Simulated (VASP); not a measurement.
Here is a VASP 6.6.1 calculation.

The input INCAR:

```
SYSTEM = Sr
  PREC = Accurate
  ENCUT = 600
  EDIFF = 1E-7
  ISMEAR = -1
  SIGMA = 0.1
  LREAL = .False.
  LASPH = .True.
  NELM = 100
  ALGO = Normal
  ISIF = 3
  LWAVE = .False.
  LCHARG = .False.
  GGA = CA
  IBRION = 2
  NSW = 32
  EDIFFG = -0.005
  PSTRESS = 81.0
```

File KPOINTS:

```
Automatic mesh
0
Gamma
  13 13 13
  0 0 0
```

POSCAR

```
Sr
1.0
   -2.0400940832      2.0400940832      2.0400940832
    2.0400940832     -2.0400940832      2.0400940832
    2.0400940832      2.0400940832     -2.0400940832
Sr
1
Direct
    0.0000000000      0.0000000000      0.0000000000
```

Potentials or basis: VASP PAW LDA potentials, release 64 (Sr_sv).

Launch:

```sh
$ cat potpaw_LDA.64/Sr_sv/POTCAR > POTCAR
$ mpirun -np 1 vasp_std > vasp.out
```

Task: Predict the relaxed cell.

Result: a = 3.536 Å, b = 3.536 Å, c = 3.536 Å, α = 109.47°, β = 109.47°, γ = 109.47°.

Task: What does it give for the space group after relaxing (to 0.05 Å)?

Result: Im-3m (No. 229).

Task: Predict the band gap on the k mesh.

Result: Zero (band 5 reaches 3.98 eV, above the bottom of band 6 at 2.40 eV).

Final structure:
```
CELL_PARAMETERS angstrom
-2.04128 2.04128 2.04128
2.04128 -2.04128 2.04128
2.04128 2.04128 -2.04128
ATOMIC_POSITIONS crystal
Sr 0.00000 0.00000 0.00000
```

Caveat: the cell is relaxed towards a set pressure, so the enthalpy falls and the energy may rise.
